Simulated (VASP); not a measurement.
Sr2NbO2:

```
Sr Nb O
1.0
     3.58740    0.00000    0.00000
    -1.79370    3.10678    0.00000
     0.00000    0.00000    9.63862
Sr Nb O
2 1 2
Direct
  0.66667 0.33333 0.21548
  0.33333 0.66667 0.78452
  0.00000 0.00000 0.50000
  0.66667 0.33333 0.66074
  0.33333 0.66667 0.33926
```

The cell was built from a structure type or drawn by symmetry, and may not be a known phase.

| Property | Result |
| --- | --- |
| Program | VASP 6.6.1 |
| Task | relaxation of cell and atoms |
| Functional | PBE |
| Potentials or basis | VASP PAW PBE potentials, release 64 (Sr_sv, Nb_sv, O) |
| Cutoff | 600 eV |
| k mesh | 6 × 6 × 2 |
| Occupations | gaussian, width 0.1 eV |
| Spin | collinear spin |
| Starting moments | [-0.01, -0.01, 0.88, 0.05, 0.05] μB |

At the start: pressure -4.2 GPa; volume 21.48 Å³/atom.

How do energy, volume and symmetry change on relaxing?

Over 24 steps the energy falls by 211.4 meV/atom and the volume is 19.82 Å³/atom (-7.7 %); space group P-3m1 (No. 164, to 0.1 Å) before and after; moment 1.21 μB per cell.

The path:
```tsv
step	energy change (eV)	largest force (eV/Å)	pressure (GPa)	volume (Å³)
1	0.0000	1.3427	-4.21	107.42
2	-0.3768	1.5553	-0.36	98.87
3	-0.4980	1.5459	5.24	91.92
4	-0.6908	1.1539	4.94	91.12
5	-0.8769	0.2154	6.19	89.15
6	-0.9823	0.2556	0.98	93.87
7	-0.9860	0.3104	-0.10	95.05
8	-0.9951	0.2754	-0.09	95.25
9	-1.0154	0.1766	-0.01	95.86
10	-1.0291	0.0213	0.29	97.06
11	-1.0292	0.0327	0.25	96.96
12	-1.0368	0.1619	0.46	97.74
13	-1.0502	0.1498	-0.95	100.09
14	-1.0506	0.1527	-0.73	99.72
15	-1.0523	0.1345	-0.69	99.76
16	-1.0539	0.0981	-0.59	99.83
17	-1.0553	0.0807	-0.29	99.47
18	-1.0561	0.0518	0.20	98.88
19	-1.0561	0.0568	0.16	98.97
20	-1.0561	0.0603	0.09	99.04
21	-1.0561	0.0581	0.07	99.01
22	-1.0561	0.0573	0.09	98.99
23	-1.0564	0.0503	0.09	99.02
24	-1.0569	0.0284	0.02	99.10
```

Final structure:
```
CELL_PARAMETERS angstrom
3.62040 0.00000 0.00000
-1.81020 3.13536 0.00000
0.00000 0.00000 8.73072
ATOMIC_POSITIONS crystal
Sr 0.66667 0.33333 0.21359
Sr 0.33333 0.66667 0.78641
Nb 0.00000 0.00000 0.50000
O 0.66667 0.33333 0.61080
O 0.33333 0.66667 0.38920
```
